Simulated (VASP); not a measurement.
Write the native input for VASP 6.6.1 that does the following.

| Property | Result |
| --- | --- |
| Task | single point |
| Functional | PBE |
| Potentials or basis | VASP PAW PBE potentials, release 64 (Si, Ge_d) |
| Cutoff | 520 eV |
| k mesh | 12 × 12 × 4 |
| Occupations | gaussian, width 0.02 eV |
| Spin | no spin polarisation |
| Dipole correction | no |
| Further INCAR settings | ALGO = Normal; EDIFF = 1e-07; NBANDS = 41 |

The structure of SiGe2 lies in POSCAR:

```
SiGe2
1.0
    3.9955311897      0.0000000000      0.0000000000
   -1.9977655948      3.4602315119      0.0000000000
    0.0000000000      0.0000000000      9.7871262028
Si Ge
2 4
Direct
    0.3333333333      0.6666666667      0.7914947121
    0.6666666667      0.3333333333      0.2085052879
    0.6666666667      0.3333333333      0.4558774295
    0.0000000000      0.0000000000      0.1276244453
    0.3333333333      0.6666666667      0.5441225705
    0.0000000000      0.0000000000      0.8723755547
```

The input as run:

INCAR

```
PREC = Accurate
ENCUT = 520
EDIFF = 1E-7
ISMEAR = 0
SIGMA = 0.02
LREAL = False
LASPH = True
NELM = 100
ALGO = Normal
ISIF = 2
LWAVE = False
LCHARG = False
GGA = PE
NBANDS = 41
```

KPOINTS

```
Automatic mesh
0
Gamma
  12 12 4
```

Potentials or basis: VASP PAW PBE potentials, release 64 (Si, Ge_d).

Launch:

```sh
$ cat potpaw_PBE.64/Si/POTCAR potpaw_PBE.64/Ge_d/POTCAR > POTCAR
$ mpirun -np 1 vasp_std > vasp.out
```

Results of the run:

```yaml
Pressure: -0.1 GPa
Largest_force: 0.005 eV/Å
Band_gap_on_the_k_mesh: 0.47 eV (least direct gap 0.53 eV)
```

Caveat: semilocal functionals underestimate gaps, and a narrow one can read as zero.

It took 8.2 min on 1 thread of Oxide Virtual Turin-like Processor (shared host), peak memory 0.39 GiB.
